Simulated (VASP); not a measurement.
Input of a VASP 6.6.1 run:

The input INCAR:

```
SYSTEM = N
ALGO = Normal ; EDIFF = 1E-6
ENCUT = 520 ; GGA = PE
ISIF = 2 ; ISMEAR = -1
LASPH = .TRUE. ; LCHARG = .FALSE.
LREAL = .FALSE. ; LWAVE = .FALSE.
NBANDS = 12 ; NELM = 60
PREC = Accurate ; SIGMA = 0.13605693000000002
```

File KPOINTS:

```
k-points
0
G
  11 11 11
  0 0 0
```

POSCAR

```
N
1.0
    0.0000000000      2.0962897449      2.0962897449
    2.0962897449      0.0000000000      2.0962897449
    2.0962897449      2.0962897449      0.0000000000
N
2
Direct
    0.0000000000      0.0000000000      0.0000000000
    0.2500000000      0.2500000000      0.2500000000
```

Potentials or basis: VASP PAW PBE potentials, release 64 (N).

Run with:

```sh
$ cat potpaw_PBE.64/N/POTCAR > POTCAR
$ mpirun -np 1 vasp_std > vasp.out
```

**Question.** What does it give for the pressure?

**Answer.** -0.8 GPa.

**Question.** Estimate the band gap on the k mesh.

**Answer.** Zero (band 5 reaches 4.81 eV, above the bottom of band 6 at 3.73 eV).
